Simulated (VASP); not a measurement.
# PbI2 (P-3m1) in VASP: notebook, part 2 of 2

VASP 6.6.1. The steps go on from the part before.

### 3 Electric field gradients, PBEsol

File INCAR:

```
SYSTEM = PbI2
ALGO     = Normal         ! electronic algorithm
EDIFF    = 1E-8           ! SCF threshold, eV
ENCUT    = 400            ! plane-wave cutoff, eV
GGA      = PS             ! functional
GGA_COMPAT= .FALSE.      
ISIF     = 2              ! what is computed and relaxed
ISMEAR   = -1             ! smearing method
LASPH    = .TRUE.         ! aspherical terms in the spheres
LCHARG   = .FALSE.        ! write CHGCAR
LEFG     = .TRUE.       
LREAL    = .FALSE.        ! projectors in reciprocal space
LWAVE    = .FALSE.        ! write WAVECAR
NBANDS   = 21             ! bands
NELM     = 120            ! most SCF steps
PREC     = Accurate       ! precision mode
SIGMA    = 0.02           ! smearing width, eV
```

File KPOINTS:

```
k-points
0
G
  6 6 4
  0 0 0
```

File POSCAR:

```
PbI2
1.0
    4.6126901201      0.0000000000      0.0000000000
   -2.3063450601      3.9947068238      0.0000000000
    0.0000000000      0.0000000000      7.2570292713
Pb I
1 2
Direct
    0.0000000000      0.0000000000      0.0000000000
    0.6666666667      0.3333333333      0.7409464800
    0.3333333333      0.6666666667      0.2590535200
```

Potentials or basis: VASP PAW PBE potentials, release 64 (Pb_d, I).

The run is started by

```
cat potpaw_PBE.64/Pb_d/POTCAR potpaw_PBE.64/I/POTCAR > POTCAR
mpirun -np 1 vasp_std > vasp.out
```

OUTCAR:

```text
SYSTEM = PbI2
   EDIFF = 1E-8
   ENCUT = 400
   GGA = PS
   ISIF = 2
   ISMEAR = -1
   LASPH = .TRUE.
   LREAL = .FALSE.
   NELM = 120
   PREC = Accurate

 ion  position               nearest neighbor table
   1  0.000  0.000  0.000-   2 3.26   3 3.26   2 3.26   3 3.26   2 3.26   3 3.26
   2  0.667  0.333  0.741-   1 3.26   1 3.26   1 3.26
   3  0.333  0.667  0.259-   1 3.26   1 3.26   1 3.26

  LATTYP: Found a hexagonal cell.
 ALAT       =     4.6126901201
 C/A-ratio  =     1.5732748315

  Lattice vectors:

 A1 = (   4.6126901201,   0.0000000000,   0.0000000000)
 A2 = (  -2.3063450601,   3.9947068238,   0.0000000000)
 A3 = (   0.0000000000,   0.0000000000,   7.2570292713)

Analysis of symmetry for initial positions (statically):
=====================================================================
 Subroutine PRICEL returns:
 Original cell was already a primitive cell.

 Routine SETGRP: Setting up the symmetry group for a
 hexagonal supercell.

 Subroutine GETGRP returns: Found 12 space group operations
 (whereof 12 operations were pure point group operations)
 out of a pool of 24 trial point group operations.

The static configuration has the point symmetry D_3d.

Analysis of symmetry for dynamics (positions and initial velocities):
=====================================================================
 Subroutine PRICEL returns:
[... 163 lines left out ...]

 k-point     1 :       0.0000    0.0000    0.0000
  band No.  band energies     occupation
      1     -14.0949      2.00000
      2     -14.0949      2.00000
      3     -14.0842      2.00000
      4     -14.0768      2.00000
      5     -14.0768      2.00000
      6     -10.0619      2.00000
[... 565 lines left out ...]
     20       9.5299      0.00000
     21       9.9275      0.00000

------------------------ aborting loop because EDIFF is reached ----------------------------------------

  FORCE on cell =-STRESS in cart. coord.  units (eV):
  Direction    XX          YY          ZZ          XY          YZ          ZX
  --------------------------------------------------------------------------------------
  -------------------------------------------------------------------------------------
  Total       -0.8610097     -0.8610097     -0.8442478      0.0000000      0.0000000     -0.0000000
  in kB      -10.3162192    -10.3162192    -10.1153856      0.0000000      0.0000000     -0.0000000
  external PRESSURE =     -10.2492747 kB  Pullay stress =       0.0000000 kB

 VOLUME and BASIS-vectors are now :
 -----------------------------------------------------------------------------
  energy-cutoff  :      400.00
  volume of cell :      133.72
      direct lattice vectors                 reciprocal lattice vectors
     4.612690120  0.000000000  0.000000000     0.216793232  0.125165631  0.000000000
    -2.306345060  3.994706824  0.000000000     0.000000000  0.250331262  0.000000000
     0.000000000  0.000000000  7.257029271     0.000000000  0.000000000  0.137797432

 POSITION                                       TOTAL-FORCE (eV/Angst)
 -----------------------------------------------------------------------------------
      0.00000      0.00000      0.00000         0.000000      0.000000     -0.000000
      2.30635      1.33157      5.37707        -0.000000      0.000000      0.176166
     -0.00000      2.66314      1.87996         0.000000      0.000000     -0.176166
 -----------------------------------------------------------------------------------
    total drift:                                0.000000     -0.000000      0.000000

  FREE ENERGIE OF THE ION-ELECTRON SYSTEM (eV)
  ---------------------------------------------------
  free  energy   TOTEN  =        -9.3192073141 eV

  energy  without entropy=       -9.3192073141  energy(sigma->0) =       -9.31920731

 Electric field gradients (V/A^2)
---------------------------------------------------------------------
 ion       V_xx      V_yy      V_zz      V_xy      V_xz      V_yz
---------------------------------------------------------------------
   1      -6.934    -6.934    13.868    -0.000    -0.000     0.000
   2      -4.400    -4.401     8.801    -0.001     0.000    -0.000
   3      -4.400    -4.401     8.801    -0.001     0.000    -0.000
---------------------------------------------------------------------

 Electric field gradients after diagonalization (V/A^2)
 (convention: |V_zz| > |V_xx| > |V_yy|)
----------------------------------------------------------------------
 ion       V_xx      V_yy      V_zz     asymmetry (V_yy - V_xx)/ V_zz
----------------------------------------------------------------------
   1      -6.934    -6.934    13.868       0.000
   2      -4.401    -4.400     8.801       0.000
   3      -4.401    -4.400     8.801       0.000
----------------------------------------------------------------------

           NMR quadrupolar parameters

 Cq : quadrupolar parameter    Cq=e*Q*V_zz/h
 eta: asymmetry parameters     (V_yy - V_xx)/ V_zz
 Q  : nuclear electric quadrupole moment in mb (millibarn)
----------------------------------------------------------------------
 ion       Cq(MHz)       eta       Q (mb)
----------------------------------------------------------------------
   1       0.034       0.000       1.000
   2       0.021       0.000       1.000
   3       0.021       0.000       1.000
----------------------------------------------------------------------
```

OSZICAR:

```text
N       E                     dE             d eps       ncg     rms          rms(c)
DAV:   1     0.209615466411E+03    0.20962E+03   -0.99879E+03  1008   0.948E+02
DAV:   2     0.965904830642E+01   -0.19996E+03   -0.19237E+03  1128   0.266E+02
DAV:   3    -0.882552629585E+01   -0.18485E+02   -0.18327E+02  1263   0.909E+01
DAV:   4    -0.949650758255E+01   -0.67098E+00   -0.67056E+00  1360   0.218E+01
DAV:   5    -0.951421989747E+01   -0.17712E-01   -0.17711E-01  1375   0.276E+00    0.335E+00
DAV:   6    -0.932742841476E+01    0.18679E+00   -0.44197E-01  1319   0.435E+00    0.220E+00
DAV:   7    -0.931848116204E+01    0.89473E-02   -0.15834E-01  1299   0.188E+00    0.976E-01
DAV:   8    -0.931918218200E+01   -0.70102E-03   -0.20267E-02  1151   0.120E+00    0.189E-01
DAV:   9    -0.931913248083E+01    0.49701E-04   -0.28211E-03  1201   0.379E-01    0.874E-02
DAV:  10    -0.931919569219E+01   -0.63211E-04   -0.30326E-04  1173   0.129E-01    0.240E-02
DAV:  11    -0.931920870996E+01   -0.13018E-04   -0.50128E-05  1277   0.394E-02    0.145E-02
DAV:  12    -0.931920720303E+01    0.15069E-05   -0.10155E-05  1292   0.207E-02    0.543E-03
DAV:  13    -0.931920731742E+01   -0.11438E-06   -0.90701E-07  1188   0.446E-03    0.225E-03
DAV:  14    -0.931920727933E+01    0.38088E-07   -0.11672E-07  1138   0.209E-03    0.840E-04
DAV:  15    -0.931920731358E+01   -0.34252E-07   -0.16796E-08   994   0.792E-04    0.268E-04
DAV:  16    -0.931920731406E+01   -0.48476E-09   -0.21318E-09   764   0.310E-04
   1 F= -.93192073E+01 E0= -.93192073E+01  d E =-.599288E-12
```

stdout:

```text
POSCAR found type information on POSCAR PbI
 POSCAR found :  2 types and       3 ions
 scaLAPACK will be used
 -----------------------------------------------------------------------------
|                                                                             |
|                                                                             |
|     You enforced a specific xc type in the INCAR file but a different       |
|     I HOPE YOU KNOW WHAT YOU ARE DOING!                                     |
|                                                                             |
 -----------------------------------------------------------------------------

 LDA part: xc-table for (Slater+PW92), standard interpolation
 POSCAR, INCAR and KPOINTS ok, starting setup
 FFT: planning ... GRIDC
 FFT: planning ... GRID_SOFT
 FFT: planning ... GRID
 WAVECAR not read
 entering main loop
ion   1

ion   2

ion   3
```

Wall time 32 s (1 thread of Intel Xeon 6975P-C (Granite Rapids), shared host); peak memory 0.2 GiB.

Results:

```
Free energy            : -9.3192 eV
Pressure               : -1.0 GPa
Largest force          : 0.176 eV/Å
Band gap on the k mesh : 2.24 eV, direct
```

Forces in eV/Å, atoms in the order of the input:
```
Pb   0.000  0.000  0.000
I    0.000  0.000  0.176
I    0.000  0.000 -0.176
```

Levels at points of the mesh, in eV from the valence-band top:
```
           k point  band 11  band 12  band 13  band 14  band 15  band 16  band 17  band 18
(0.00, 0.00, 0.00)    -0.84    -0.72    -0.72    -0.63     2.47     3.36     3.36     6.16
(0.50, 0.00, 0.00)    -1.81    -1.28    -0.64    -0.34     2.90     3.75     4.58     5.23
(0.00, 0.00, 0.50)    -0.93    -0.59    -0.59     0.00     2.24     3.23     3.23     6.50
(0.50, 0.00, 0.50)    -1.58    -1.09    -0.90    -0.61     3.22     3.77     4.08     5.80
```

Electric field gradients, principal values (V/Å²):
```csv
atom,least,middle,greatest (by size)
1 Pb,-6.934,-6.934,13.868
2 I,-4.400,-4.401,8.801
3 I,-4.400,-4.401,8.801
```

Caveat: without QUAD_EFG the Cq values of the log hold for a quadrupole moment of 1 mb, not for the nuclei; the PAW data sets were made with another functional, which shifts forces and pressure a little; spin-orbit coupling is left out, which moves the levels of the heavy elements; this functional lacks dispersion, which binds the layers, so the pressure and a relaxed spacing across them are unreliable. A k mesh can miss the band edges.

### 4 Density of states, PBEsol

POSCAR is that of step 3.

File INCAR.step1:

```
SYSTEM = PbI2
  ALGO = Normal
  EDIFF = 1E-6
  ENCUT = 400
  GGA = PS
  GGA_COMPAT = .FALSE.
  ISIF = 2
  ISMEAR = -1
  LASPH = .TRUE.
  LCHARG = .TRUE.
  LORBIT = 11
  LREAL = .FALSE.
  LWAVE = .FALSE.
  NBANDS = 21
  NEDOS = 2001
  NELM = 120
  PREC = Accurate
  SIGMA = 0.02
```

File KPOINTS.step1:

```
k-points
0
G
  6 6 4
  0 0 0
```

File INCAR.step2:

```
SYSTEM = PbI2
  ALGO = Normal
  EDIFF = 1E-6
  ENCUT = 400
  GGA = PS
  GGA_COMPAT = .FALSE.
  ICHARG = 11
  ISIF = 2
  ISMEAR = -5
  LASPH = .TRUE.
  LCHARG = .FALSE.
  LORBIT = 11
  LREAL = .FALSE.
  LWAVE = .FALSE.
  NBANDS = 21
  NEDOS = 2001
  NELM = 120
  PREC = Accurate
  SIGMA = 0.02
```

File KPOINTS.step2:

```
k-points
0
G
  9 9 6
  0 0 0
```

The run is started by

```
cat potpaw_PBE.64/Pb_d/POTCAR potpaw_PBE.64/I/POTCAR > POTCAR
cp INCAR.step1 INCAR
cp KPOINTS.step1 KPOINTS
mpirun -np 1 vasp_std > vasp.out
cp INCAR.step2 INCAR
cp KPOINTS.step2 KPOINTS
mpirun -np 1 vasp_std > vasp.out
```

Wall time 72 s (1 thread of Intel Xeon 6975P-C (Granite Rapids), shared host); peak memory 0.25 GiB.

Results (log left out):

| Item | Value |
| --- | --- |
| Valence electrons inside the program's atomic spheres | Pb 11.80; I 4.27 |

Levels at points of the mesh, in eV from the valence-band top:
```csv
k point,band 11,band 12,band 13,band 14,band 15,band 16,band 17,band 18
"(0.00, 0.00, 0.00)",-0.84,-0.72,-0.72,-0.63,2.47,3.36,3.36,6.16
"(0.00, 0.00, 0.50)",-0.93,-0.59,-0.59,0.00,2.24,3.23,3.23,6.50
```

Caveat: the PAW data sets were made with another functional, which shifts forces and pressure a little; spin-orbit coupling is left out, which moves the levels of the heavy elements; this functional lacks dispersion, which binds the layers, so the pressure and a relaxed spacing across them are unreliable.
